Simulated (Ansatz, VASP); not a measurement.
**BaTa3O2 in VASP and in Ansatz**

INCAR

```
ALGO = Normal
EDIFF = 1E-6
ENCUT = 700
GGA = PE
GGA_COMPAT = F
ISIF = 2
ISMEAR = 0
LASPH = T
LCHARG = F
LREAL = F
LWAVE = F
NBANDS = 40
NELM = 120
PREC = Accurate
SIGMA = 0.1
```

The input KPOINTS:

```
k-points
0
Gamma
  6 6 6
```

Contents of POSCAR:

```
BaTa3O2
1.0
    2.8098927900      1.6222923600      4.3082215600
   -2.8098927900      1.6222923600      4.3082215600
    0.0000000000     -3.2445847100      4.3082215600
Ba Ta O
1 3 2
Direct
    0.0000000000      0.0000000000      0.0000000000
    0.0000000000      0.5000000000      0.0000000000
    0.5000000000      0.0000000000      0.0000000000
    0.0000000000      0.0000000000      0.5000000000
    0.6258709400      0.6258709400      0.6258709400
    0.3741290600      0.3741290600      0.3741290600
```

Input for Ansatz:

```yaml
crystal:
  lattice:
    - [2.80989279, 1.62229236, 4.30822156]
    - [-2.80989279, 1.62229236, 4.30822156]
    - [0.0, -3.24458471, 4.30822156]
  atoms:
    - { symbol: Ba, position: [0.0, 0.0, 0.0] }
    - { symbol: Ta, position: [0.0, 0.5, 0.0] }
    - { symbol: Ta, position: [0.5, 0.0, 0.0] }
    - { symbol: Ta, position: [0.0, 0.0, 0.5] }
    - { symbol: O, position: [0.62587094, 0.62587094, 0.62587094] }
    - { symbol: O, position: [0.37412906, 0.37412906, 0.37412906] }
basis:
  ecutwfc: 420
kpoints:
  mp_grid: { grid: [6, 6, 6] }
hamiltonian:
  xc: pbe
scf:
  occupations: { method: gaussian, width: 0.1 }
  lower_state_search: "off"
output:
  forces: true
  stress: true
  eigenvalues: true
```

Change from the starting cell: species swapped into the Zr2V3Fe type (R-3m, No. 166).

Alike in both runs: task single point; functional PBE; k mesh 6 × 6 × 6; occupations gaussian, width 0.1 eV; no spin polarisation.

```csv
,VASP,Ansatz
version,VASP 6.6.1,Ansatz 0.2.0
potentials or method,"VASP PAW PBE potentials, release 64 (Ba_sv, Ta_sv_GW, O), cutoff 700 eV","scalar-relativistic, plane waves, PAW"
valence electrons in the cell,61,61
```

VASP gave:

- gap on the k mesh at the Fermi level (eV): none
- pressure (GPa): 1.6
- traceless stress, the component that is largest in VASP (GPa): 16.08
- rms of the force components (eV/Å): 0.181

Task: Which values does Ansatz return?

Result: gap on the k mesh at the Fermi level (eV): none; pressure (GPa): -0.6; traceless stress, the component that is largest in VASP (GPa): 13.92; rms of the force components (eV/Å): 0.198.

Atom by atom the forces differ by 0.017 eV/Å (rms over components). A gap of «none» marks a metal or a gap that the smearing closes.

Spin-orbit coupling is off throughout.
